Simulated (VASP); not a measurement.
# Sr4I3 (P4/mmm) in VASP: a series of runs

The runs below take Sr4I3 through single point, with PBE.

Program: VASP 6.6.1. These are calculated values, not measurements. Logs are shortened: lines on timing, memory, paths and dates and some standing lists are left out, and cuts for length are marked.

### 1 The cell of the first run

Symmetry: P4/mmm, No. 123, tetragonal system. The conventional cell has a = 5.972 Å, b = 5.972 Å, c = 8.445 Å, α = 90.00°, β = 90.00°, γ = 90.00°. Sr (site symmetry 2mm) has 6 I at 3.66 Å and 6 Sr at 4.22 Å within 4.8 Å. I (site symmetry 4/mmm) has 8 Sr at 3.66 Å and 6 I at 4.22 Å within 4.8 Å. Within 4.8 Å of I (site symmetry 4/mmm) lie 8 Sr at 3.66 Å and 4 I at 4.22 Å. Within 4.8 Å of I (site symmetry 4/mmm) lie 8 Sr at 3.66 Å and 2 I at 4.22 Å.

### 2 Single point, PBE (atoms taken out)

The input, INCAR:

```
SYSTEM = Sr4I3
ALGO = Normal
EDIFF = 1E-7
ENCUT = 520
GGA = PE
ISIF = 2
ISMEAR = 0
LASPH = .True.
LCHARG = .True.
LELF = .True.
LREAL = .False.
LVHAR = .True.
LWAVE = .False.
NBANDS = 40
NELM = 80
PREC = Accurate
SIGMA = 0.1
```

The input, KPOINTS:

```
k-points
0
Gamma
  4 4 2
  0 0 0
```

The input, POSCAR:

```
Sr4I3
1.0
    5.9718559900      0.0000000000      0.0000000000
    0.0000000000      5.9718559900      0.0000000000
    0.0000000000      0.0000000000      8.4454797400
Sr I
4 3
Direct
    0.5000000000      0.0000000000      0.7500000000
    0.0000000000      0.5000000000      0.7500000000
    0.5000000000      0.0000000000      0.2500000000
    0.0000000000      0.5000000000      0.2500000000
    0.0000000000      0.0000000000      0.0000000000
    0.5000000000      0.5000000000      0.0000000000
    0.0000000000      0.0000000000      0.5000000000
```

Potentials or basis: VASP PAW PBE potentials, release 64 (Sr_sv, I).

Launch:

```sh
$ cat potpaw_PBE.64/Sr_sv/POTCAR potpaw_PBE.64/I/POTCAR > POTCAR
$ mpirun -np 1 vasp_std > vasp.out
```

OUTCAR:

```text
SYSTEM = Sr4I3
   EDIFF = 1E-7
   ENCUT = 520
   GGA = PE
   ISIF = 2
   ISMEAR = 0
   LASPH = .True.
   LREAL = .False.
   NELM = 80
   PREC = Accurate

 ion  position               nearest neighbor table
   1  0.500  0.000  0.750-   5 3.66   6 3.66   7 3.66   6 3.66   5 3.66   7 3.66   2 4.22   2 4.22
                             2 4.22   2 4.22   3 4.22   3 4.22
   2  0.000  0.500  0.750-   5 3.66   6 3.66   7 3.66   5 3.66   7 3.66   6 3.66   1 4.22   1 4.22
                             1 4.22   1 4.22   4 4.22   4 4.22
   3  0.500  0.000  0.250-   5 3.66   6 3.66   7 3.66   6 3.66   5 3.66   7 3.66   4 4.22   4 4.22
                             4 4.22   4 4.22   1 4.22   1 4.22
   4  0.000  0.500  0.250-   5 3.66   6 3.66   7 3.66   5 3.66   7 3.66   6 3.66   3 4.22   3 4.22
                             3 4.22   3 4.22   2 4.22   2 4.22
   5  0.000  0.000  0.000-   1 3.66   2 3.66   3 3.66   4 3.66   2 3.66   4 3.66   1 3.66   3 3.66

   6  0.500  0.500  0.000-   1 3.66   2 3.66   3 3.66   4 3.66   1 3.66   3 3.66   2 3.66   4 3.66

   7  0.000  0.000  0.500-   1 3.66   2 3.66   3 3.66   4 3.66   2 3.66   4 3.66   1 3.66   3 3.66

  LATTYP: Found a simple tetragonal cell.
 ALAT       =     5.9718559900
 C/A-ratio  =     1.4142135634

  Lattice vectors:

 A1 = (   5.9718559900,   0.0000000000,   0.0000000000)
 A2 = (   0.0000000000,   5.9718559900,   0.0000000000)
 A3 = (   0.0000000000,   0.0000000000,   8.4454797400)

Analysis of symmetry for initial positions (statically):
=====================================================================
 Subroutine PRICEL returns:
 Original cell was already a primitive cell.

 Routine SETGRP: Setting up the symmetry group for a
 simple tetragonal supercell.

 Subroutine GETGRP returns: Found 16 space group operations
 (whereof 16 operations were pure point group operations)
 out of a pool of 16 trial point group operations.

The static configuration has the point symmetry D_4h.

Analysis of symmetry for dynamics (positions and initial velocities):
=====================================================================
 Subroutine PRICEL returns:
 Original cell was already a primitive cell.

 Routine SETGRP: Setting up the symmetry group for a
 simple tetragonal supercell.

 Subroutine GETGRP returns: Found 16 space group operations
 (whereof 16 operations were pure point group operations)
 out of a pool of 16 trial point group operations.

The dynamic configuration has the point symmetry D_4h.
[... 99 lines left out ...]
   NSW    =      0    number of steps for IOM
   IBRION =     -1    ionic relax: 0-MD 1-quasi-New 2-CG
   NFREE  =      0    steps in history (QN), initial steepest desc. (CG)
   ISIF   =      2    stress and relaxation
   ISYM   =      2    0-nonsym 1-usesym 2-fastsym
   POTIM  = 0.5000    time-step for ionic-motion
   TEBEG  =    0.0;   TEEND  =   0.0 temperature during run
   PSTRESS=    0.0 pullay stress
   NELECT =      61.0000    total number of electrons
   NUPDOWN=      -1.0000    fix difference up-down
   EMIN   =  10.00;   EMAX   =-10.00  energy-range for DOS
   EFERMI =   0.00;   METHOD = LEGACY
   ISMEAR =     0;   SIGMA  =   0.10  broadening in eV -4-tet -1-fermi 0-gaus
   EFERMI_NEDOS =   21; number of points for ismear=-14 and -15
   IALGO  =     38    algorithm
   IMIX   =      4    mixing-type and parameters
     AMIX     =   0.40;   BMIX     =  1.00
     AMIX_MAG =   1.60;   BMIX_MAG =  1.00
  volume/ion in A,a.u.               =      43.03       290.36
  Fermi-wavevector in a.u.,A,eV,Ry     =   0.961399  1.816781 12.575709  0.924289
  Thomas-Fermi vector in A             =   2.090768
   LORBIT       =      0    0 simple, 1 ext, 2 COOP (PROOUT), +10 PAW based schemes
   GGA     = PE    functional components
   LHFCALC =     F    Hartree Fock is set to
   AEXX    =    0.0000 exact exchange contribution
   IVDW    =     0    specifies the selected vdW correction
   LEPSILON=     F    determine dielectric tensor
   LRPA    =     F    only Hartree local field effects (RPA)
 non-spin polarized calculation
 Gauss-broadening in eV      SIGMA  =   0.10
  energy-cutoff  :      520.00
  volume of cell :      301.19
 maximum number of plane-waves:      8176
 NGX is ok and might be reduce to    48
   NGX = 23   NGY = 23   NGZ = 31

 number of electron      60.9999999 magnetization

 Free energy of the ion-electron system (eV)
  ---------------------------------------------------
  ext. energy  EPLUGINS =         0.00000000
  ---------------------------------------------------
  free energy    TOTEN  =       -16.10010188 eV

  energy without entropy =      -16.05243019  energy(sigma->0) =      -16.07626604

 E-fermi :   4.3157     XC(G=0):  -8.0764

 val. band max:        4.2908358421   @ k =   0.2500   0.2500   0.0000
 cond. band min:       4.3457141891   @ k =   0.2500   0.2500   0.0000
 fundamental gap:      0.0548783470
 Fermi energy:         4.3156631219

 k-point     1 :       0.0000    0.0000    0.0000
  band No.  band energies     occupation
      1     -32.9904      2.00000
      2     -32.9847      2.00000
      3     -32.9792      2.00000
      4     -32.9739      2.00000
      5     -15.0750      2.00000
      6     -15.0551      2.00000
[... 505 lines left out ...]
     39       6.0371      0.00000
     40       6.4145      0.00000

------------------------ aborting loop because EDIFF is reached ----------------------------------------

  FORCE on cell =-STRESS in cart. coord.  units (eV):
  Direction    XX          YY          ZZ          XY          YZ          ZX
  --------------------------------------------------------------------------------------
  -------------------------------------------------------------------------------------
  Total       -0.9114797     -0.9114797      0.2581694      0.0000000      0.0000000     -0.0000000
  in kB       -4.8485805     -4.8485805      1.3733221      0.0000000      0.0000000     -0.0000000
  external PRESSURE =      -2.7746130 kB  Pullay stress =       0.0000000 kB

 VOLUME and BASIS-vectors are now :
 -----------------------------------------------------------------------------
  energy-cutoff  :      520.00
  volume of cell :      301.19
      direct lattice vectors                 reciprocal lattice vectors
     5.971855990  0.000000000  0.000000000     0.167452129  0.000000000  0.000000000
     0.000000000  5.971855990  0.000000000     0.000000000  0.167452129  0.000000000
     0.000000000  0.000000000  8.445479740     0.000000000  0.000000000  0.118406536

 POSITION                                       TOTAL-FORCE (eV/Angst)
 -----------------------------------------------------------------------------------
      2.98593      0.00000      6.33411        -0.000000     -0.000000     -0.224283
      0.00000      2.98593      6.33411         0.000000      0.000000     -0.224283
      2.98593      0.00000      2.11137        -0.000000      0.000000      0.224283
      0.00000      2.98593      2.11137        -0.000000      0.000000      0.224283
      0.00000      0.00000      0.00000        -0.000000      0.000000      0.000000
      2.98593      2.98593      0.00000        -0.000000      0.000000      0.000000
      0.00000      0.00000      4.22274        -0.000000      0.000000      0.000000
 -----------------------------------------------------------------------------------
    total drift:                                0.000000      0.000000     -0.000000

  FREE ENERGIE OF THE ION-ELECTRON SYSTEM (eV)
  ---------------------------------------------------
  free  energy   TOTEN  =       -16.1001018849 eV

  energy  without entropy=      -16.0524301865  energy(sigma->0) =      -16.07626604
```

OSZICAR:

```text
N       E                     dE             d eps       ncg     rms          rms(c)
DAV:   1     0.400490519265E+03    0.40049E+03   -0.26460E+04   960   0.128E+03
DAV:   2     0.211428481358E+02   -0.37935E+03   -0.37098E+03  1160   0.287E+02
DAV:   3    -0.136330854600E+02   -0.34776E+02   -0.34244E+02  1368   0.688E+01
DAV:   4    -0.160133104018E+02   -0.23802E+01   -0.23363E+01  1576   0.173E+01
DAV:   5    -0.161230540330E+02   -0.10974E+00   -0.10954E+00  1408   0.289E+00    0.197E+01
DAV:   6    -0.160948251262E+02    0.28229E-01   -0.12033E-01  1280   0.193E+00    0.108E+01
DAV:   7    -0.160992489969E+02   -0.44239E-02   -0.11949E-01  1280   0.206E+00    0.126E+00
DAV:   8    -0.160998534408E+02   -0.60444E-03   -0.16111E-02  1432   0.554E-01    0.360E-01
DAV:   9    -0.161000342863E+02   -0.18085E-03   -0.12772E-03  1352   0.129E-01    0.131E-01
DAV:  10    -0.161000838733E+02   -0.49587E-04   -0.17517E-04  1296   0.568E-02    0.518E-02
DAV:  11    -0.161000997069E+02   -0.15834E-04   -0.22757E-05  1280   0.210E-02    0.131E-02
DAV:  12    -0.161001019769E+02   -0.22700E-05   -0.32489E-06  1288   0.848E-03    0.325E-03
DAV:  13    -0.161001018849E+02    0.91928E-07   -0.38838E-07  1200   0.224E-03
   1 F= -.16100102E+02 E0= -.16076266E+02  d E =-.476717E-01
```

stdout:

```text
POSCAR found type information on POSCAR SrI
 POSCAR found :  2 types and       7 ions
 scaLAPACK will be used
 LDA part: xc-table for (Slater+PW92), standard interpolation
 POSCAR, INCAR and KPOINTS ok, starting setup
 FFT: planning ... GRIDC
 FFT: planning ... GRID_SOFT
 FFT: planning ... GRID
 WAVECAR not read
 entering main loop
```

It took 5.5 min on 1 thread of Intel Xeon 8259CL, shared host; peak memory 0.46 GiB.

What came out:

* Free energy: -16.1001 eV
* Pressure: -0.3 GPa
* Largest force: 0.224 eV/Å
* Band gap on the k mesh: zero (an odd number of electrons rules out a gap without spin polarisation)

Forces in eV/Å, atoms in the order of the input:
```
Sr   0.000  0.000 -0.224
Sr   0.000  0.000 -0.224
Sr   0.000  0.000  0.224
Sr   0.000  0.000  0.224
I    0.000  0.000  0.000
I    0.000  0.000  0.000
I    0.000  0.000  0.000
```

Stress tensor (GPa, compression positive):
```
-0.48  0.00  0.00
 0.00 -0.48  0.00
 0.00  0.00  0.14
```

Caveat: the k points lie up to 0.37 Å⁻¹ apart, too coarse for converged energies and pressures of a metal; the cell differs from its parent crystal (atoms taken out); spin-orbit coupling is left out, which moves the levels of the heavy elements; an odd number of electrons without spin polarisation forces a metal; a magnetic or distorted state may lie lower.

(Part 1 of 2 ends here.)

The gap in the log of VASP goes by the Fermi energy; the results here count the filled bands.